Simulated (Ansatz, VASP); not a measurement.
**PmIr in VASP and in Ansatz**

Contents of INCAR:

```
ALGO = Normal ; EDIFF = 1E-6
ENCUT = 520 ; GGA = PE
GGA_COMPAT = False ; ISIF = 2
ISMEAR = -1 ; ISPIN = 2
LASPH = True ; LCHARG = False
LMAXMIX = 6 ; LORBIT = 11
LREAL = False ; LWAVE = False
MAGMOM = 4 -1 ; NBANDS = 23
NELM = 200 ; PREC = Accurate
SIGMA = 0.1
```

The input KPOINTS:

```
k-points
0
Gamma
  1 1 1
```

The input POSCAR:

```
PmIr
1.0
    9.0000000000      0.0000000000      0.0000000000
    0.0000000000      9.6000000000      0.0000000000
    0.0000000000      0.0000000000     10.1000000000
Pm Ir
1 1
Direct
    0.3000000000      0.4000000000      0.3000000000
    0.3100000000      0.4000000000      0.5500000000
```

Input for Ansatz:

```yaml
crystal:
  lattice:
    - [9, 0, 0]
    - [0, 9.6, 0]
    - [0, 0, 10.1]
  atoms:
    - { symbol: Pm, position: [0.3, 0.4, 0.3], spin: 4 }
    - { symbol: Ir, position: [0.31, 0.4, 0.55], spin: -1 }
hamiltonian:
  xc: pbe
  pseudopotentials: { kind: paw, source: ansatz }
magnetization:
  spin_polarized: true
kpoints:
  mp_grid: { grid: [1, 1, 1], shift: [0, 0, 0] }
scf:
  occupations: { method: fermi_dirac }
```

Alike in both runs: task single point; functional PBE; k mesh 1 × 1 × 1; collinear spin.

|  | VASP | Ansatz |
| --- | --- | --- |
| version | VASP 6.6.1 | Ansatz 0.2 development build |
| potentials or method | VASP PAW PBE potentials, release 64 (Pm, Ir) | scalar-relativistic |
| plane-wave cutoff (eV) | 520 | 620 |
| occupations | fermi-dirac, width 0.1 eV | fermi-dirac |

Ansatz gave:

| Property | Result |
| --- | --- |
| net moment per atom (μB) | 2.00 |
| size of the moment on the site where the two differ most (μB) | 0.77 |

Problem. What did VASP give for the same quantities?

Solution. net moment per atom (μB): 2.00; size of the moment on the site where the two differ most (μB): 0.93.

Site moments also hang on the region over which each program counts them.

Spin-orbit coupling is off throughout. Noted on VASP's run: the magnetic or orbital state may not be the lowest.
